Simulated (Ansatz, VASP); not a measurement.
**One calculation of NaCl, two programs**

INCAR

```
SYSTEM = NaCl
ALGO = Normal
EDIFF = 1E-6
ENCUT = 500
GGA = PS
GGA_COMPAT = .FALSE.
ISIF = 2
ISMEAR = -1
LASPH = .TRUE.
LCHARG = .FALSE.
LREAL = .FALSE.
LWAVE = .FALSE.
NBANDS = 14
NELM = 120
PREC = Accurate
SIGMA = 0.02
```

KPOINTS

```
k-points
0
G
  8 8 8
  0 0 0
```

The input POSCAR:

```
NaCl
1.0
    2.7742000000      0.0000000000      0.0000000000
    0.0000000000      2.7742000000      0.0000000000
    0.0000000000      0.0000000000      2.8600000000
Na Cl
1 1
Direct
    0.0000000000      0.0000000000      0.0000000000
    0.5000000000      0.5000000000      0.5000000000
```

Input for Ansatz:

```yaml
crystal:
  lattice:
    - [2.7742, 0.0, 0.0]
    - [0.0, 2.7742, 0.0]
    - [0.0, 0.0, 2.86]
  atoms:
    - { symbol: Na, position: [0.0, 0.0, 0.0] }
    - { symbol: Cl, position: [0.5, 0.5, 0.5] }
kpoints:
  mp_grid: { grid: [8, 8, 8] }
  band_path:
    path:
      - [0.0, 0.0, 0.0]
      - [0.0, 0.5, 0.0]
      - [0.5, 0.5, 0.0]
      - [0.0, 0.0, 0.0]
      - [0.0, 0.0, 0.5]
      - [0.0, 0.5, 0.5]
      - [0.5, 0.5, 0.5]
      - [0.0, 0.0, 0.5]
      - [0.0, 0.5, 0.0]
    npoints: 5
scf:
  occupations: { method: fermi_dirac, width: 0.02 }
hamiltonian:
  xc: pbesol
  pseudopotentials: { kind: all_electron, lapw: { basis_error: 0.00025 } }
output:
  forces: true
  stress: true
  eigenvalues: true
```

Change from the starting cell: equal xx and yy strain of -3 %.

Alike in both runs: task single point; functional PBEsol; k mesh 8 × 8 × 8; occupations fermi-dirac, width 0.02 eV; no spin polarisation.

|  | VASP | Ansatz |
| --- | --- | --- |
| version | VASP 6.6.1 | Ansatz 0.2.0 |
| potentials or method | VASP PAW PBE potentials, release 64 (Na_pv, Cl), cutoff 500 eV | all-electron LAPW, scalar-relativistic |

VASP gave:

| Property | Result |
| --- | --- |
| gap on the k mesh at the Fermi level (eV) | 3.79 |
| pressure (GPa) | 76.8 |
| traceless stress, the component that is largest in VASP (GPa) | -5.72 |

Task: Which values does Ansatz return?

Result: gap on the k mesh at the Fermi level (eV): 3.74; pressure (GPa): 75.9; traceless stress, the component that is largest in VASP (GPa): -5.76.

VASP's potentials were made for PBE, not for PBEsol. Both programs put the cell under a high pressure, so it lies far from rest at this level. Ansatz ran all-electron here, and VASP with PAW potentials.

Noted on VASP's run: the cell as given lies far from equilibrium.
